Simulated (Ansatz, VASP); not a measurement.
**One calculation of Ta2SiI2, two programs**

```
Ta Si I
1.0
     4.45519    0.00000    0.00000
    -2.22759    3.85831    0.00000
     0.00000    0.00000    9.72661
Ta Si I
2 1 2
Direct
  0.33333 0.66667 0.00000
  0.66667 0.33333 0.00000
  0.00000 0.00000 0.50000
  0.00000 0.00000 0.20237
  0.00000 0.00000 0.79763
```

Alike in both runs: functional PBE; k mesh 6 × 6 × 2; occupations gaussian, width 0.1 eV; no spin polarisation.

Ansatz relaxed the structure, and its values are those at the end. VASP's run is a single point on that final structure, the one shown.

|  | VASP | Ansatz |
| --- | --- | --- |
| version | VASP 6.6.1 | Ansatz 0.2.0 |
| potentials or method | VASP PAW PBE potentials, release 64 (Ta_pv, Si, I), cutoff 520 eV | scalar-relativistic, plane waves, PAW |
| valence electrons in the cell | 40 | 64 |

```tsv
	VASP	Ansatz	Ansatz less VASP
gap on the k mesh at the Fermi level (eV)	none	none	-
pressure (GPa)	0.0	-0.1	-0.03
```

A gap of «none» marks a metal or a gap that the smearing closes. VASP's potentials hold 40 valence electrons a cell and Ansatz's 64, so a difference there can come from the potentials and not from the codes.

Neither program's run includes spin-orbit coupling.
